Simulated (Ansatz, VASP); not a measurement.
## One calculation of CaO, two programs

```
Ca O
1.0
     0.00000    2.51449    2.51449
     2.51449    0.00000    2.51449
     2.51449    2.51449    0.00000
Ca O
1 1
Cartesian
  0.0000 0.0000 0.0000
  2.5145 2.5145 2.5145
```

Alike in both runs: task single point; functional r2SCAN; k mesh 9 × 9 × 9; no spin polarisation.

|  | VASP | Ansatz |
| --- | --- | --- |
| version | VASP 6.6.1 | Ansatz 0.2.0 |
| potentials or method | VASP PAW PBE potentials, release 64 (Ca_sv, O), cutoff 660 eV | PAW plane waves |
| occupations | fermi-dirac, width 0.1 eV | fermi-dirac |
| valence electrons in the cell | 16 | 16 |

VASP gave:

| Item | Value |
| --- | --- |
| gap on the k mesh at the Fermi level (eV) | 4.23 |
| pressure (GPa) | -11.8 |

Problem. What did Ansatz give for the same quantities?

Solution. gap on the k mesh at the Fermi level (eV): 4.23; pressure (GPa): -12.3.

VASP's potentials were made for PBE, not for r2SCAN.
